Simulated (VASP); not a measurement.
# EuS (Fm-3m) in VASP: single point with PBE

Aim: the single point of EuS with PBE.

Program: VASP 6.6.1. These are calculated values, not measurements. Logs are shortened: lines on timing, memory, paths and dates and some standing lists are left out, and cuts for length are marked.

**Experimental background.**

“Crystal-field mediated electronic transitions of EuS up to 35 GPa”, 2022, pmc:8786971 reports, for a powder of EuS at 300 K: band gap 1.72 eV (optical).

The runs below are set against these values where they give the same quantity.

**1. The cell of the first run**

Symmetry: Fm-3m, No. 225, cubic system. The conventional cell has a = 5.957 Å, b = 5.957 Å, c = 5.957 Å, α = 90.00°, β = 90.00°, γ = 90.00°. Eu (site symmetry m-3m) has 6 S at 2.98 Å within 3.9 Å. Within 3.9 Å of S (site symmetry m-3m) lie 6 Eu at 2.98 Å.

**2. Single point, PBE, collinear spin, ferromagnetic start**

Contents of INCAR:

```
ALGO     = Normal         # electronic algorithm
EDIFF    = 1E-6           # SCF threshold, eV
ENCUT    = 600            # plane-wave cutoff, eV
GGA      = PE             # functional
GGA_COMPAT= False        
ISIF     = 2              # what is computed and relaxed
ISMEAR   = 0              # smearing method
ISPIN    = 2              # spin polarisation
LASPH    = True           # aspherical terms in the spheres
LCHARG   = True           # write CHGCAR
LELF     = True           # ELF
LMAXMIX  = 6              # l up to which the mixer works
LORBIT   = 11             # projections on sites
LREAL    = False          # projectors in reciprocal space
LVHAR    = True         
LWAVE    = False          # write WAVECAR
MAGMOM   = 7 0            # initial moments
NBANDS   = 22             # bands
NELM     = 200            # most SCF steps
PREC     = Accurate       # precision mode
SIGMA    = 0.05           # smearing width, eV
```

Contents of KPOINTS:

```
k-points
0
Gamma
  10 10 10
```

Contents of POSCAR:

```
EuS
1.0
    0.0000000000      2.9785000000      2.9785000000
    2.9785000000      0.0000000000      2.9785000000
    2.9785000000      2.9785000000      0.0000000000
Eu S
1 1
Direct
    0.0000000000      0.0000000000      0.0000000000
    0.5000000000      0.5000000000      0.5000000000
```

Potentials or basis: VASP PAW PBE potentials, release 64 (Eu, S).

The run is started by

```console
$ cat potpaw_PBE.64/Eu/POTCAR potpaw_PBE.64/S/POTCAR > POTCAR
$ mpirun -np 1 vasp_std > vasp.out
```

OUTCAR:

```text
EDIFF = 1E-6
   ENCUT = 600
   GGA = PE
   ISIF = 2
   ISMEAR = 0
   ISPIN = 2
   LASPH = True
   LORBIT = 11
   LREAL = False
   NELM = 200
   PREC = Accurate

 ion  position               nearest neighbor table
   1  0.000  0.000  0.000-   2 2.98   2 2.98   2 2.98   2 2.98   2 2.98   2 2.98
   2  0.500  0.500  0.500-   1 2.98   1 2.98   1 2.98   1 2.98   1 2.98   1 2.98

  LATTYP: Found a face centered cubic cell.
 ALAT       =     5.9570000000

  Lattice vectors:

 A1 = (   0.0000000000,   2.9785000000,   2.9785000000)
 A2 = (   2.9785000000,   0.0000000000,   2.9785000000)
 A3 = (   2.9785000000,   2.9785000000,   0.0000000000)

Analysis of symmetry for initial positions (statically):
=====================================================================
 Subroutine PRICEL returns:
 Original cell was already a primitive cell.

 Routine SETGRP: Setting up the symmetry group for a
 face centered cubic supercell.

 Subroutine GETGRP returns: Found 48 space group operations
 (whereof 48 operations were pure point group operations)
 out of a pool of 48 trial point group operations.

The static configuration has the point symmetry O_h .

Analysis of symmetry for dynamics (positions and initial velocities):
=====================================================================
 Subroutine PRICEL returns:
 Original cell was already a primitive cell.

 Routine SETGRP: Setting up the symmetry group for a
 face centered cubic supercell.

 Subroutine GETGRP returns: Found 48 space group operations
 (whereof 48 operations were pure point group operations)
 out of a pool of 48 trial point group operations.

The dynamic configuration has the point symmetry O_h .

Analysis of structural, dynamic, and magnetic symmetry:
=====================================================================
 Subroutine PRICEL returns:
 Original cell was already a primitive cell.

 Routine SETGRP: Setting up the symmetry group for a
 face centered cubic supercell.

 Subroutine GETGRP returns: Found 48 space group operations
 (whereof 48 operations were pure point group operations)
 out of a pool of 48 trial point group operations.

The overall configuration has the point symmetry O_h .

 Subroutine INISYM returns: Found 48 space group operations
 (whereof 48 operations are pure point group operations),
 and found     1 'primitive' translations

----------------------------------------------------------------------------------------

                                     Primitive cell

  volume of cell :      52.8473

  direct lattice vectors                    reciprocal lattice vectors
     0.000000000  2.978500000  2.978500000    -0.167869733  0.167869733  0.167869733
     2.978500000  0.000000000  2.978500000     0.167869733 -0.167869733  0.167869733
     2.978500000  2.978500000  0.000000000     0.167869733  0.167869733 -0.167869733

  length of vectors
     4.212235096  4.212235096  4.212235096     0.290758907  0.290758907  0.290758907

  position of ions in fractional coordinates (direct lattice)
     0.000000000  0.000000000  0.000000000
     0.500000000  0.500000000  0.500000000

  ion indices of the primitive-cell ions
   primitive index   ion index
                 1           1
                 2           2

----------------------------------------------------------------------------------------

 KPOINTS: k-points

Automatic generation of k-mesh.
 Grid dimensions read from file:
 generate k-points for:   10   10   10

 Generating k-lattice:

  Cartesian coordinates                     Fractional coordinates (reciprocal lattice)
    -0.016786973  0.016786973  0.016786973     0.100000000  0.000000000  0.000000000
     0.016786973 -0.016786973  0.016786973     0.000000000  0.100000000  0.000000000
     0.016786973  0.016786973 -0.016786973     0.000000000  0.000000000  0.100000000

  Length of vectors
     0.029075891  0.029075891  0.029075891

  Shift w.r.t. Gamma in fractional coordinates (k-lattice)
     0.000000000  0.000000000  0.000000000

 Subroutine IBZKPT returns following result:
 ===========================================

 Found     47 irreducible k-points:

 Following reciprocal coordinates:
            Coordinates               Weight
  0.000000  0.000000  0.000000      1.000000
  0.100000  0.000000  0.000000      8.000000
  0.200000  0.000000  0.000000      8.000000
  0.300000  0.000000  0.000000      8.000000
  0.400000  0.000000  0.000000      8.000000
  0.500000  0.000000  0.000000      4.000000
[... 16 lines left out ...]
  0.300000  0.300000  0.000000      6.000000
  0.400000  0.300000  0.000000     24.000000
 [... further k-points ...]
   k-points           NKPTS =     47   k-points in BZ     NKDIM =     47   number of bands    NBANDS=     22
   number of dos      NEDOS =    301   number of ions     NIONS =      2
   total plane-waves  NPLWV =  46656
   dimension x,y,z NGX =    36 NGY =   36 NGZ =   36
   dimension x,y,z NGXF=    72 NGYF=   72 NGZF=   72
   ions per type =               1   1
   NGX,Y,Z   is equivalent  to a cutoff of  14.21, 14.21, 14.21 a.u.
   NGXF,Y,Z  is equivalent  to a cutoff of  28.42, 28.42, 28.42 a.u.
 SYSTEM =  unknown system
   PREC   = accura    normal or accurate (medium, high low for compatibility)
   ISTART =      0    job   : 0-new  1-cont  2-samecut
   ICHARG =      2    charge: 1-file 2-atom 10-const
   ISPIN  =      2    spin polarized calculation?
   LNONCOLLINEAR =      F non collinear calculations
   LSORBIT =      F    spin-orbit coupling
   LASPH  =      T    aspherical Exc in radial PAW
   ENCUT  =  600.0 eV  44.10 Ry    6.64 a.u.   8.41  8.41  8.41*2*pi/ulx,y,z
   NELM   =    200;   NELMIN=  2; NELMDL= -5     # of ELM steps
   EDIFF  = 0.1E-05   stopping-criterion for ELM
   LREAL  =      F    real-space projection
   EDIFFG = 0.1E-04   stopping-criterion for IOM
   NSW    =      0    number of steps for IOM
   IBRION =     -1    ionic relax: 0-MD 1-quasi-New 2-CG
   NFREE  =      0    steps in history (QN), initial steepest desc. (CG)
   ISIF   =      2    stress and relaxation
   ISYM   =      2    0-nonsym 1-usesym 2-fastsym
   POTIM  = 0.5000    time-step for ionic-motion
   TEBEG  =    0.0;   TEEND  =   0.0 temperature during run
   PSTRESS=    0.0 pullay stress
   NELECT =      23.0000    total number of electrons
   NUPDOWN=      -1.0000    fix difference up-down
   EMIN   =  10.00;   EMAX   =-10.00  energy-range for DOS
   EFERMI =   0.00;   METHOD = LEGACY
   ISMEAR =     0;   SIGMA  =   0.05  broadening in eV -4-tet -1-fermi 0-gaus
   EFERMI_NEDOS =   21; number of points for ismear=-14 and -15
   IALGO  =     38    algorithm
   IMIX   =      4    mixing-type and parameters
     AMIX     =   0.40;   BMIX     =  1.00
     AMIX_MAG =   1.60;   BMIX_MAG =  1.00
  volume/ion in A,a.u.               =      26.42       178.32
  Fermi-wavevector in a.u.,A,eV,Ry     =   1.240633  2.344456 20.941667  1.539169
  Thomas-Fermi vector in A             =   2.375065
   LORBIT       =     11    0 simple, 1 ext, 2 COOP (PROOUT), +10 PAW based schemes
   GGA     = PE    functional components
   LHFCALC =     F    Hartree Fock is set to
   AEXX    =    0.0000 exact exchange contribution
   IVDW    =     0    specifies the selected vdW correction
   LEPSILON=     F    determine dielectric tensor
   LRPA    =     F    only Hartree local field effects (RPA)
 spin polarized calculation
 Gauss-broadening in eV      SIGMA  =   0.05
  energy-cutoff  :      600.00
  volume of cell :       52.85
 maximum number of plane-waves:      1807
 NGX is ok and might be reduce to    36
   NGX = 17   NGY = 17   NGZ = 17

 number of electron      22.9999997 magnetization       6.9880121

 Free energy of the ion-electron system (eV)
  ---------------------------------------------------
  ext. energy  EPLUGINS =         0.00000000
  ---------------------------------------------------
  free energy    TOTEN  =       -19.89924805 eV

  energy without entropy =      -19.89824127  energy(sigma->0) =      -19.89874466

 E-fermi :   4.2746     XC(G=0):  -9.6353

 val. band max:        4.2687076970   @ k =   0.1000   0.0000   0.0000
 cond. band min:       4.2754807372   @ k =   0.4000   0.4000   0.0000
 fundamental gap:      0.0067730402
 Fermi energy:         4.2745824689

 spin component 1

 k-point     1 :       0.0000    0.0000    0.0000
  band No.  band energies     occupation
      1     -37.2095      1.00000
      2     -15.9234      1.00000
      3     -15.9234      1.00000
      4     -15.9234      1.00000
      5      -9.1822      1.00000
      6       1.5223      1.00000
[... 14 lines left out ...]
     21       6.2334      0.00000
     22      11.6516      0.00000

 k-point     2 :       0.1000    0.0000    0.0000
  band No.  band energies     occupation
      1     -37.2083      1.00000
      2     -15.9570      1.00000
      3     -15.9258      1.00000
      4     -15.9258      1.00000
      5      -9.1052      1.00000
      6       1.1468      1.00000
[... 14 lines left out ...]
     21       6.6096      0.00000
     22      12.0428      0.00000
[... 523 lines left out ...]
     21      10.9702      0.00000
     22      11.4373      0.00000

 k-point    24 :       0.4000    0.3000    0.0000
  band No.  band energies     occupation
      1     -37.1958      1.00000
      2     -16.1329      1.00000
      3     -16.0024      1.00000
      4     -15.9938      1.00000
      5      -8.7150      1.00000
      6      -0.1454      1.00000
[... 14 lines left out ...]
     21      10.1994      0.00000
     22      11.1690      0.00000

 [... further k-points ...]

 spin component 2

 k-point     1 :       0.0000    0.0000    0.0000
  band No.  band energies     occupation
      1     -34.1231      1.00000
      2     -13.6646      1.00000
      3     -13.6646      1.00000
      4     -13.6646      1.00000
      5      -9.1778      1.00000
      6       1.6697      1.00000
[... 14 lines left out ...]
     21       9.0474      0.00000
     22      12.8381      0.00000

 k-point     2 :       0.1000    0.0000    0.0000
  band No.  band energies     occupation
      1     -34.1213      1.00000
      2     -13.7197      1.00000
      3     -13.6674      1.00000
      4     -13.6674      1.00000
      5      -9.0847      1.00000
      6       1.3112      1.00000
[... 14 lines left out ...]
     21       9.0726      0.00000
     22      13.1829      0.00000
[... 523 lines left out ...]
     21      11.6021      0.00000
     22      12.4138      0.00000

 k-point    24 :       0.4000    0.3000    0.0000
  band No.  band energies     occupation
      1     -34.1039      1.00000
      2     -13.9667      1.00000
      3     -13.7706      1.00000
      4     -13.7582      1.00000
      5      -8.7040      1.00000
      6       0.0925      1.00000
[... 14 lines left out ...]
     21      11.0760      0.00000
     22      11.9590      0.00000

 [... further k-points ...]

------------------------ aborting loop because EDIFF is reached ----------------------------------------

  FORCE on cell =-STRESS in cart. coord.  units (eV):
  Direction    XX          YY          ZZ          XY          YZ          ZX
  --------------------------------------------------------------------------------------
  -------------------------------------------------------------------------------------
  Total       -0.8942785     -0.8942785     -0.8942785      0.0000000      0.0000000     -0.0000000
  in kB      -27.1119390    -27.1119390    -27.1119390      0.0000000      0.0000000     -0.0000000
  external PRESSURE =     -27.1119390 kB  Pullay stress =       0.0000000 kB

 VOLUME and BASIS-vectors are now :
 -----------------------------------------------------------------------------
  energy-cutoff  :      600.00
  volume of cell :       52.85
      direct lattice vectors                 reciprocal lattice vectors
     0.000000000  2.978500000  2.978500000    -0.167869733  0.167869733  0.167869733
     2.978500000  0.000000000  2.978500000     0.167869733 -0.167869733  0.167869733
     2.978500000  2.978500000  0.000000000     0.167869733  0.167869733 -0.167869733

 POSITION                                       TOTAL-FORCE (eV/Angst)
 -----------------------------------------------------------------------------------
      0.00000      0.00000      0.00000        -0.000000      0.000000     -0.000000
      2.97850      2.97850      2.97850         0.000000      0.000000      0.000000
 -----------------------------------------------------------------------------------
    total drift:                                0.000000      0.000000      0.000000

  FREE ENERGIE OF THE ION-ELECTRON SYSTEM (eV)
  ---------------------------------------------------
  free  energy   TOTEN  =       -19.8992480522 eV

  energy  without entropy=      -19.8982412667  energy(sigma->0) =      -19.89874466

 total charge

# of ion       s       p       d       f       tot
--------------------------------------------------
    1        2.027   5.757   0.305   6.657  14.745
    2        1.316   2.430   0.000   0.000   3.746
--------------------------------------------------
tot          3.343   8.186   0.305   6.657  18.491

 magnetization (x)

# of ion       s       p       d       f       tot
--------------------------------------------------
    1       -0.015  -0.113   0.093   6.627   6.592
    2       -0.007  -0.067   0.000   0.000  -0.073
--------------------------------------------------
tot         -0.022  -0.180   0.093   6.627   6.519
```

It took 93 s on 1 thread of Intel Xeon 6975P-C (Granite Rapids), shared host; peak memory 0.32 GiB.

Results:

- Free energy: -19.8992 eV
- Pressure: -2.7 GPa
- Band gap on the k mesh: zero (filled and empty bands overlap)
- Net moment: 6.99 μB per cell
- Site moments: Eu +6.59; S -0.07 μB
- Valence electrons inside the program's atomic spheres: Eu 14.74; S 3.75

Levels at points of the mesh, in eV from the Fermi level:
Spin up:
| k point | band 12 | band 13 | band 14 | band 15 | band 16 | band 17 | band 18 | band 19 |
| --- | --- | --- | --- | --- | --- | --- | --- | --- |
| (0.00, 0.00, 0.00) | -0.22 | 0.09 | 0.09 | 0.09 | 0.81 | 1.09 | 1.09 | 1.09 |
| (0.50, 0.00, 0.00) | -0.26 | -0.26 | -0.23 | -0.22 | 2.95 | 3.23 | 3.65 | 3.65 |
| (0.50, 0.50, 0.00) | -0.28 | -0.28 | -0.24 | -0.06 | -0.06 | 3.10 | 3.23 | 4.52 |
Spin down:
```tsv
k point	band 5	band 6	band 7	band 8	band 9	band 10	band 11	band 12
(0.00, 0.00, 0.00)	-13.45	-2.60	-2.60	-2.60	1.45	1.86	1.86	1.86
(0.50, 0.00, 0.00)	-12.50	-5.12	-3.73	-3.73	2.88	4.05	4.12	4.12
(0.50, 0.50, 0.00)	-13.12	-3.74	-2.96	-2.96	-0.13	3.95	3.97	4.29
```

Caveat: spin-orbit coupling is left out, which moves the levels of the heavy elements; a cell with one magnetic atom can't hold antiferromagnetic order, which such compounds often take; without U or exact exchange the open f shell lies at the Fermi level, which spoils levels, moments and volumes.

**3. Comparison with measurements**

Step 2. Measured gap of EuS: 1.72 eV (optical; 300 K; powder; “Crystal-field mediated electronic transitions of EuS up to 35 GPa”, 2022, pmc:8786971). This calculation gives 0.00 eV (-1.72 eV). So large a miss can be the level of theory's own, or it may mean another phase, state or a wrong row. Spin-orbit coupling on Eu is left out. The value is that of PBE on a finite k mesh, which can miss the band edges, without temperature or zero-point motion. Semilocal functionals fall short of measured gaps as a rule. The run's magnetic order (collinear spin, ferromagnetic start) needn't be the measured crystal's.
